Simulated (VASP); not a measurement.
Write the native input for VASP 6.6.1 that does the following.

```
Task                   : relaxation of cell and atoms
Functional             : LDA
Potentials or basis    : VASP PAW LDA potentials, release 64 (Ba_sv)
Cutoff                 : 500 eV
k mesh                 : 12 × 12 × 12
Occupations            : fermi-dirac, width 0.05 eV
Spin                   : no spin polarisation
Target pressure        : 2.3 GPa
Dipole correction      : no
Further INCAR settings : ALGO = Normal; EDIFF = 1e-07; IBRION = 2; EDIFFG = -0.005; NSW = 60; ISIF = 3
```

The structure of Ba lies in POSCAR:

```
Ba
1.0
   -2.2190719540      2.2190719540      2.2190719540
    2.2190719540     -2.2190719540      2.2190719540
    2.2190719540      2.2190719540     -2.2190719540
Ba
1
Direct
    0.0000000000      0.0000000000      0.0000000000
```

One way to write it, as run:

INCAR

```
PREC = Accurate
ENCUT = 500
EDIFF = 1E-7
ISMEAR = -1
SIGMA = 0.05
LREAL = F
LASPH = T
NELM = 120
ALGO = Normal
ISIF = 3
LWAVE = F
LCHARG = F
IBRION = 2
NSW = 60
EDIFFG = -0.005
PSTRESS = 23.0
GGA_COMPAT = F
NELMIN = 4
```

KPOINTS

```
regular mesh
0
Gamma
  12 12 12
```

Potentials or basis: VASP PAW LDA potentials, release 64 (Ba_sv).

Launch:

```sh
$ cat potpaw_LDA.64/Ba_sv/POTCAR > POTCAR
$ mpirun -np 1 vasp_std > vasp.out
```

Results of the run:

```
Relaxed volume                                         : 45.69 Å³/atom
Relaxed cell                                           : a = 3.901 Å, b = 3.901 Å, c = 3.901 Å, α = 109.47°, β = 109.47°, γ = 109.47°
Space group after relaxing (to 0.05 Å)                 : Im-3m (No. 229)
Energy change on relaxing (the enthalpy is what falls) : -32.8 meV/atom
Ionic steps                                            : 3
Pressure after relaxing                                : 2.3 GPa
Band gap on the k mesh                                 : zero (band 5 reaches 3.57 eV, above the bottom of band 6 at 1.54 eV)
```

Caveat: the cell is relaxed towards a set pressure, so the enthalpy falls and the energy may rise; spin-orbit coupling is left out, which moves the levels of the heavy elements.

It took 79 s on 1 thread of Intel Xeon 8259CL (shared host), peak memory 0.16 GiB.
